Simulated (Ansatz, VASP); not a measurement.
One calculation of WO, two programs

POSCAR

```
WO
1.0
    0.0000000000      2.3234686790      2.3234686790
    2.3234686790      0.0000000000      2.3234686790
    2.3234686790      2.3234686790      0.0000000000
W O
1 1
Direct
    0.0000000000      0.0000000000      0.0000000000
    0.2500000000      0.2500000000      0.2500000000
```

File INCAR.step1:

```
PREC     = Accurate       # precision mode
ENCUT    = 520            # plane-wave cutoff, eV
ISMEAR   = 0              # smearing method
SIGMA    = 0.1            # smearing width, eV
LREAL    = False          # projectors in reciprocal space
LASPH    = True           # aspherical terms in the spheres
NELM     = 150            # most SCF steps
ISPIN    = 2              # spin polarisation
MAGMOM   = 2.5 0          # initial moments
LMAXMIX  = 4              # l up to which the mixer works
NBANDS   = 21             # bands
GGA      = PE             # functional
ALGO     = Normal         # electronic algorithm
EDIFF    = 1E-4           # SCF threshold, eV
LWAVE    = True           # write WAVECAR
LCHARG   = False          # write CHGCAR
```

INCAR.step2

```
PREC     = Accurate       # precision mode
ENCUT    = 520            # plane-wave cutoff, eV
EDIFF    = 1E-6           # SCF threshold, eV
ISMEAR   = 0              # smearing method
SIGMA    = 0.1            # smearing width, eV
LREAL    = False          # projectors in reciprocal space
LASPH    = True           # aspherical terms in the spheres
NELM     = 150            # most SCF steps
ALGO     = Normal         # electronic algorithm
ISIF     = 2              # what is computed and relaxed
LWAVE    = False          # write WAVECAR
LCHARG   = False          # write CHGCAR
ISPIN    = 2              # spin polarisation
MAGMOM   = 2.5 0          # initial moments
LORBIT   = 11             # projections on sites
LMAXMIX  = 4              # l up to which the mixer works
METAGGA  = R2SCAN         # meta-GGA
LMIXTAU  = True         
NBANDS   = 21             # bands
ISTART   = 1
```

The input KPOINTS:

```
regular mesh
0
Gamma
  16 16 16
```

Input for Ansatz:

```yaml
crystal:
  lattice:
    - [0.0, 2.323468679, 2.323468679]
    - [2.323468679, 0.0, 2.323468679]
    - [2.323468679, 2.323468679, 0.0]
  atoms:
    - { symbol: W, position: [0.0, 0.0, 0.0], spin: 2.5 }
    - { symbol: O, position: [0.25, 0.25, 0.25] }
basis:
  ecutwfc: 500
kpoints:
  mp_grid: { grid: [16, 16, 16] }
hamiltonian:
  xc: r2scan
scf:
  occupations: { method: gaussian, width: 0.1 }
  lower_state_search: "off"
output:
  forces: true
  stress: true
  eigenvalues: true
  populations: true
magnetization:
  spin_polarized: true
```

Alike in both runs: task single point; functional r2SCAN; k mesh 16 × 16 × 16; occupations gaussian, width 0.1 eV; collinear spin.

|  | VASP | Ansatz |
| --- | --- | --- |
| version | VASP 6.6.1 | Ansatz 0.2.0 |
| potentials or method | VASP PAW PBE potentials, release 64 (W_sv, O), cutoff 520 eV | scalar-relativistic, plane waves, PAW |
| valence electrons in the cell | 20 | 20 |

Ansatz gave:

| Item | Value |
| --- | --- |
| gap on the k mesh at the Fermi level (eV) | none |
| pressure (GPa) | 15.1 |
| net moment per atom (μB) | 0.96 |
| size of the moment on the site where the two differ most (μB) | 0.84 |

Problem. Which values does VASP return?

Solution. gap on the k mesh at the Fermi level (eV): none; pressure (GPa): 6.0; net moment per atom (μB): 0.00; size of the moment on the site where the two differ most (μB): 0.00.

The net moments are unlike, so the other rows may belong to different states. VASP's potentials were made for PBE, not for r2SCAN. Site moments also hang on the region over which each program counts them. A gap of «none» marks a metal or a gap that the smearing closes. Ansatz's warnings: stability check not made.

Spin-orbit coupling is off throughout.
